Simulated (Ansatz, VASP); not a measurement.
**Na: VASP beside Ansatz**

```
CELL_PARAMETERS angstrom
3.81180 0.00000 0.00000
-1.90590 3.30111 0.00000
0.00000 0.00000 12.35990
ATOMIC_POSITIONS crystal
Na 0.00000 0.00000 0.00000
Na 0.00000 0.00000 0.50000
Na 0.33333 0.66667 0.25000
Na 0.66667 0.33333 0.75000
```

Alike in both runs: task single point; functional BLYP; k mesh 13 × 13 × 4; occupations fermi-dirac, width 0.1 eV; no spin polarisation.

|  | VASP | Ansatz |
| --- | --- | --- |
| version | VASP 6.6.1 | Ansatz 0.2.0 |
| potentials or method | VASP PAW PBE potentials, release 64 (Na_pv), cutoff 520 eV | plane waves (420 eV) with PAW, scalar-relativistic |
| valence electrons in the cell | 28 | 36 |

VASP gave:

- pressure (GPa): -0.3

Problem. Which values does Ansatz return?

Solution. Pressure (GPa): -0.2.

VASP's potentials were made for PBE, not for BLYP. The functional is the same, so the differences come from potentials, cutoffs and numerics. VASP's potentials hold 28 valence electrons a cell and Ansatz's 36, so a difference there can come from the potentials and not from the codes.
